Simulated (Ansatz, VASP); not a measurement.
**One calculation of GeW, two programs**

```xyz
2
Lattice="3.1429 0.0000 0.0000 -1.5715 2.7219 0.0000 0.0000 0.0000 3.7336" Properties=species:S:1:pos:R:3 pbc="T T T"
Ge    0.0000    0.0000    0.0000
W     0.0000    1.8146    1.8668
```

Change from the starting cell: species swapped into the YEr type (P-6m2, No. 187).

Alike in both runs: functional PBE; k mesh 7 × 7 × 4; occupations gaussian, width 0.2 eV; no spin polarisation.

Ansatz relaxed the structure, and its values are those at the end. VASP's run is a single point on that final structure, the one shown.

|  | VASP | Ansatz |
| --- | --- | --- |
| version | VASP 6.6.1 | Ansatz 0.2.0 |
| potentials or method | VASP PAW PBE potentials, release 64 (Ge_d, W_sv), cutoff 500 eV | scalar-relativistic, plane waves, PAW |
| valence electrons in the cell | 28 | 28 |

VASP gave:

```
gap on the k mesh at the Fermi level (eV) : none
pressure (GPa)                            : 0.6
```

What did Ansatz give for the same quantities?

gap on the k mesh at the Fermi level (eV): none; pressure (GPa): 0.3.

A gap of «none» marks a metal or a gap that the smearing closes. The functional is the same, so the differences come from potentials, cutoffs and numerics.

The k mesh is coarse, so the values compare programs but aren't converged. Spin-orbit coupling is off throughout.
